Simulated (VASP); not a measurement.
Wanted: the native input for a VASP 6.6.1 run.

- Task: single point
- Functional: LDA
- Potentials or basis: VASP PAW LDA potentials, release 64 (Rh_pv)
- Cutoff: 520 eV
- k mesh: 18 × 18 × 6
- Occupations: gaussian, width 0.15 eV
- Spin: no spin polarisation
- Dipole correction: no
- Further INCAR settings: ALGO = Fast; EDIFF = 1e-06; NBANDS = 38

The structure of Rh lies in POSCAR:

```
Rh
1.0
    2.7370000000      0.0000000000      0.0000000000
   -1.3685000000      2.3703115302      0.0000000000
    0.0000000000      0.0000000000      8.8980000000
Rh
4
Direct
    0.0000000000      0.0000000000      0.0000000000
    0.3333333333      0.6666666667      0.2500000000
    0.0000000000      0.0000000000      0.5000000000
    0.6666666667      0.3333333333      0.7500000000
```

This isn't the form of Rh at room conditions, which is fcc.

One way to write it, as run:

INCAR

```
  ALGO = Fast
  EDIFF = 1E-6
  ENCUT = 520
  GGA = CA
  ISIF = 2
  ISMEAR = 0
  LASPH = True
  LCHARG = False
  LREAL = False
  LWAVE = False
  NBANDS = 38
  NELM = 100
  PREC = Accurate
  SIGMA = 0.15
```

KPOINTS

```
k-points
0
Gamma
  18 18 6
```

Potentials or basis: VASP PAW LDA potentials, release 64 (Rh_pv).

The run is started by

```bash
$ cat potpaw_LDA.64/Rh_pv/POTCAR > POTCAR
$ mpirun -np 1 vasp_std > vasp.out
```

Results of the run:

- Pressure: -21.0 GPa
- Band gap on the k mesh: zero (bands 30 and 31 overlap by 1.84 eV)

Caveat: the cell stands under tension.

It took 4.2 min on 1 thread of Intel(R) Xeon(R) Platinum 8259CL CPU @ 2.50GHz (Skylake/Cascade Lake), on a shared host, peak memory 0.31 GiB.
